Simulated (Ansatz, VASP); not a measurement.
## One calculation of TiTe2, two programs

Contents of INCAR:

```
PREC = Accurate
ENCUT = 600
EDIFF = 1E-6
ISMEAR = 0
SIGMA = 0.1
LREAL = False
LASPH = True
NELM = 60
ALGO = Normal
ISIF = 3
LWAVE = False
LCHARG = False
GGA = PE
IBRION = 2
NSW = 90
EDIFFG = -0.04
```

KPOINTS

```
regular mesh
0
Gamma
  6 6 4
```

POSCAR

```
TiTe2
1.0
    4.4513791531      0.0000000000      0.0000000000
   -2.2256895765      3.8550074284      0.0000000000
    0.0000000000      0.0000000000      4.8063063945
Ti Te
1 2
Direct
    0.0000000000      0.0000000000      0.0000000000
    0.3333333333      0.6666666667      0.5000000000
    0.6666666667      0.3333333333      0.5000000000
```

Input for Ansatz:

```yaml
crystal:
  lattice:
    - [4.4513791531, 0.0, 0.0]
    - [-2.2256895765, 3.8550074284, 0.0]
    - [0.0, 0.0, 4.8063063945]
  atoms:
    - { symbol: Ti, position: [0.0, 0.0, 0.0] }
    - { symbol: Te, position: [0.3333333333, 0.6666666667, 0.5] }
    - { symbol: Te, position: [0.6666666667, 0.3333333333, 0.5] }
basis:
  ecutwfc: 420
kpoints:
  mp_grid: { grid: [6, 6, 4] }
hamiltonian:
  xc: pbe
scf:
  occupations: { method: gaussian, width: 0.1 }
  lower_state_search: "off"
output:
  forces: true
  stress: true
  eigenvalues: true
relax:
  adjacent_minimum: "off"
  f_tol: 0.04
  max_steps: 70
  cell: { stress_tol: 0.4 }
```

Alike in both runs: task relaxation of cell and atoms; functional PBE; k mesh 6 × 6 × 4; occupations gaussian, width 0.1 eV; no spin polarisation.

|  | VASP | Ansatz |
| --- | --- | --- |
| version | VASP 6.6.1 | Ansatz 0.2.0 |
| potentials or method | VASP PAW PBE potentials, release 64 (Ti_sv, Te), cutoff 600 eV | scalar-relativistic, plane waves, PAW |
| valence electrons in the cell | 24 | 44 |

|  | VASP | Ansatz | Ansatz less VASP |
| --- | --- | --- | --- |
| gap on the k mesh at the Fermi level, each at its own relaxed structure (eV) | none | none | - |
| relaxed volume (Å³/atom) | 25.27 | 25.26 | -0.013 |
| relaxed length of the cell vector where the two differ most in proportion (Å) | 3.090 | 3.086 | -0.0035 |

A gap of «none» marks a metal or a gap that the smearing closes. VASP's potentials hold 24 valence electrons a cell and Ansatz's 44, so a difference there can come from the potentials and not from the codes.

Spin-orbit coupling is off throughout.
